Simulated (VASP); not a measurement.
# BP (zinc blende): single point with PBE

BP (zinc blende):

```
B P
1.0
     0.00000    2.28995    2.28995
     2.28995    0.00000    2.28995
     2.28995    2.28995    0.00000
B P
1 1
Direct
  0.00000 0.00000 0.00000
  0.25000 0.25000 0.25000
```

This cell differs from its parent crystal: volume scaled by 1.03.

```
Program                : VASP 6.6.1
Task                   : single point
Functional             : PBE
Potentials or basis    : VASP PAW PBE potentials, release 64 (B, P)
Cutoff                 : 520 eV
k mesh                 : 10 × 10 × 10
Occupations            : gaussian, width 0.01 eV
Spin                   : no spin polarisation
Dipole correction      : no
Further INCAR settings : ALGO = Normal; EDIFF = 1e-06; NBANDS = 11
```

| Item | Value |
| --- | --- |
| Pressure | -3.4 GPa |
| Band gap on the k mesh | 1.28 eV, indirect (least direct gap 3.36 eV) |

Levels at points of the mesh, in eV from the valence-band top:
```csv
k point,band 1,band 2,band 3,band 4,band 5,band 6,band 7,band 8,band 9
"(0.00, 0.00, 0.00)",-15.22,0.00,0.00,0.00,3.36,3.36,3.36,6.96,11.33
"(0.50, 0.00, 0.00)",-12.00,-8.84,-1.72,-1.72,3.62,4.70,4.70,10.03,14.45
"(0.50, 0.50, 0.00)",-10.51,-8.44,-4.01,-4.01,1.39,1.69,11.87,11.87,14.90
```

Wall time 14 s on 1 thread of AMD EPYC 7R13 Processor (Zen 3), on a shared host, peak memory 0.1 GiB.

 A k mesh can miss the band edges.
